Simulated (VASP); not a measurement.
A run of VASP 6.6.1 is set up as follows.

File INCAR:

```
  ALGO = Normal
  EDIFF = 1E-6
  ENCUT = 520
  GGA = PE
  ISIF = 2
  ISMEAR = -1
  LASPH = True
  LCHARG = False
  LREAL = False
  LWAVE = False
  NBANDS = 24
  NELM = 80
  PREC = Accurate
  SIGMA = 0.1
```

Contents of KPOINTS:

```
k-points
0
Gamma
  5 5 5
```

POSCAR

```
KMgF3
1.0
    3.7223633814      0.0000000000      0.0000000000
    0.0000000000      3.7223633814      0.0000000000
    0.0000000000      0.0000000000      3.7223633814
K Mg F
1 1 3
Direct
    0.5000000000      0.5000000000      0.5000000000
    0.0000000000      0.0000000000      0.0000000000
    0.5000000000      0.0000000000      0.0000000000
    0.0000000000      0.5000000000      0.0000000000
    0.0000000000      0.0000000000      0.5000000000
```

Potentials or basis: VASP PAW PBE potentials, release 64 (K_sv, Mg, F).

The run is started by

```console
$ cat potpaw_PBE.64/K_sv/POTCAR potpaw_PBE.64/Mg/POTCAR potpaw_PBE.64/F/POTCAR > POTCAR
$ mpirun -np 1 vasp_std > vasp.out
```

Q: Predict the pressure.

A: 29.8 GPa.

Q: What does it give for the band gap on the k mesh?

A: 9.15 eV, indirect (least direct gap 9.37 eV).

A k mesh can miss the band edges. A hybrid or GW would open this gap; PBE tends to underestimate it.
